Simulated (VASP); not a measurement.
A run of VASP 6.6.1 is set up as follows.

INCAR

```
PREC = Accurate
ENCUT = 520
EDIFF = 1E-6
ISMEAR = -1
SIGMA = 0.05
LREAL = F
LASPH = T
NELM = 100
ALGO = Normal
ISIF = 2
LWAVE = F
LCHARG = F
GGA = B5
ALDAX = 1.0
AGGAX = 1.0
AGGAC = 1.0
ALDAC = 0.0
IVDW = 13
VDW_S6 = 1.0
VDW_S8 = 2.34076671
VDW_A1 = 0.44488865
VDW_A2 = 4.0933009
NBANDS = 16
```

KPOINTS

```
regular mesh
0
Gamma
  10 10 10
```

Contents of POSCAR:

```
GaN
1.0
    0.0000000000      2.2497573733      2.2497573733
    2.2497573733      0.0000000000      2.2497573733
    2.2497573733      2.2497573733      0.0000000000
Ga N
1 1
Direct
    0.0000000000      0.0000000000      0.0000000000
    0.2500000000      0.2500000000      0.2500000000
```

Potentials or basis: VASP PAW PBE potentials, release 64 (Ga_d, N).

Run with:

```sh
$ cat potpaw_PBE.64/Ga_d/POTCAR potpaw_PBE.64/N/POTCAR > POTCAR
$ mpirun -np 1 vasp_std > vasp.out
```

Task: Estimate the pressure.

Result: 1.5 GPa.

Task: What does it give for the dispersion energy per atom?

Result: -0.769 eV.

Task: What does it give for the band gap on the k mesh?

Result: 1.84 eV, direct.

Caveat: the PAW data sets were made with another functional, which shifts forces and pressure a little.
